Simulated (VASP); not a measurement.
Write the native input for VASP 6.6.1 that does the following.

| Item | Value |
| --- | --- |
| Task | single point |
| Functional | PBE |
| Potentials or basis | VASP PAW PBE potentials, release 64 (Mo_sv, S) |
| Cutoff | 520 eV |
| k mesh | 6 × 6 × 4 |
| Occupations | gaussian, width 0.05 eV |
| Spin | collinear spin, ferromagnetic start |
| Starting moments | [1.0, 0.0, 0.0] μB |
| Hubbard terms | Mo d U = 3.0 eV |
| Dipole correction | no |
| Further INCAR settings | ALGO = Normal; EDIFF = 1e-06; NBANDS = 24 |

The structure of MoS2 lies in POSCAR:

```
MoS2
1.0
    3.5639467600      0.0000000000      0.0000000000
   -1.7819733800      3.0864684300      0.0000000000
    0.0000000000      0.0000000000      5.7493858200
Mo S
1 2
Direct
    0.0000000000      0.0000000000      0.0000000000
    0.3333333333      0.6666666667      0.2520000000
    0.6666666667      0.3333333333      0.7480000000
```

The input as run:

INCAR

```
SYSTEM = MoS2
PREC = Accurate
ENCUT = 520
EDIFF = 1E-6
ISMEAR = 0
SIGMA = 0.05
LREAL = .False.
LASPH = .True.
NELM = 150
ALGO = Normal
ISIF = 2
LWAVE = .False.
LCHARG = .False.
ISPIN = 2
MAGMOM = 1 0 0
LORBIT = 11
LMAXMIX = 4
LDAU = .True.
LDAUTYPE = 2
LDAUL = 2 -1
LDAUU = 3 0
LDAUJ = 0 0
LDAUPRINT = 1
GGA = PE
NBANDS = 24
```

KPOINTS

```
Automatic mesh
0
Gamma
  6 6 4
  0 0 0
```

Potentials or basis: VASP PAW PBE potentials, release 64 (Mo_sv, S).

Run with:

```sh
$ cat potpaw_PBE.64/Mo_sv/POTCAR potpaw_PBE.64/S/POTCAR > POTCAR
$ mpirun -np 1 vasp_std > vasp.out
```

It gave:

```yaml
Pressure: -3.3 GPa
Largest_force: 0.563 eV/Å
Band_gap_on_the_k_mesh: zero (filled and empty bands overlap)
Net_moment: 2.00 μB per cell
Site_moments: Mo +2.08; S -0.12 μB
Valence_electrons_inside_the_program's_atomic_spheres: Mo 12.08; S 3.69
```

Caveat: this functional lacks dispersion, which binds the layers, so the pressure and a relaxed spacing across them are unreliable.

It took 91 s on 1 thread of Intel(R) Xeon(R) Platinum 8259CL CPU @ 2.50GHz (Skylake/Cascade Lake) (shared host), peak memory 0.24 GiB.
